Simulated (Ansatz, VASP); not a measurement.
# One calculation of MnS, two programs

```xyz
2
Lattice="0.0000 2.6045 2.6045 2.6045 0.0000 2.6045 2.6045 2.6045 0.0000" Properties=species:S:1:pos:R:3 pbc="T T T"
Mn    0.0000    0.0000    0.0000
S     2.6045    2.6045    2.6045
```

Alike in both runs: task single point; functional revPBE; k mesh 9 × 9 × 9; occupations methfessel-paxton of order 1, width 0.1 eV; collinear spin; Hubbard terms Mn d U = 8.0 eV.

|  | VASP | Ansatz |
| --- | --- | --- |
| version | VASP 6.6.1 | Ansatz 0.2.0 |
| potentials or method | VASP PAW PBE potentials, release 64 (Mn_sv, S) | Ansatz PAW |
| plane-wave cutoff (eV) | 680 | 420 |
| valence electrons in the cell | 21 | 21 |

```csv
,VASP,Ansatz,Ansatz less VASP
gap on the k mesh at the Fermi level (eV),1.73,1.24,-0.489
least direct gap on the mesh (eV),3.42,3.23,-0.200
pressure (GPa),8.3,11.3,+3.03
net moment per atom (μB),2.50,2.50,0.000
size of the moment on the site where the two differ most (μB),4.67,4.60,-0.070
```

VASP's potentials were made for PBE, not for revPBE. Site moments also hang on the region over which each program counts them. The programs project onto different local orbitals, so the same U acts differently, and such runs can settle in different states.

Noted on Ansatz's run: the magnetic or orbital state may not be the lowest; odd divisions of the mesh miss points on the zone boundary, where band edges often lie, so the gap on the mesh can be too wide.
